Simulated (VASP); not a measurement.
A run of VASP 6.6.1 is set up as follows.

Contents of INCAR:

```
SYSTEM = Mg
PREC = Accurate
ENCUT = 520
EDIFF = 1E-6
ISMEAR = -1
SIGMA = 0.15
LREAL = .False.
LASPH = .True.
NELM = 60
ALGO = Normal
ISIF = 2
LWAVE = .False.
LCHARG = .False.
GGA = CA
NBANDS = 7
```

Contents of KPOINTS:

```
regular mesh
0
Gamma
  12 12 12
  0 0 0
```

File POSCAR:

```
Mg
1.0
    0.0000000000      2.2442560000      2.2442560000
    2.2442560000      0.0000000000      2.2442560000
    2.2442560000      2.2442560000      0.0000000000
Mg
1
Direct
    0.0000000000      0.0000000000      0.0000000000
```

Potentials or basis: VASP PAW LDA potentials, release 64 (Mg).

Command:

```sh
$ cat potpaw_LDA.64/Mg/POTCAR > POTCAR
$ mpirun -np 1 vasp_std > vasp.out
```

**Question.** Estimate the band gap on the k mesh.

**Answer.** Zero (band 1 reaches 4.00 eV, above the bottom of band 2 at 1.22 eV).

**Question.** Estimate the pressure.

**Answer.** -1.6 GPa.
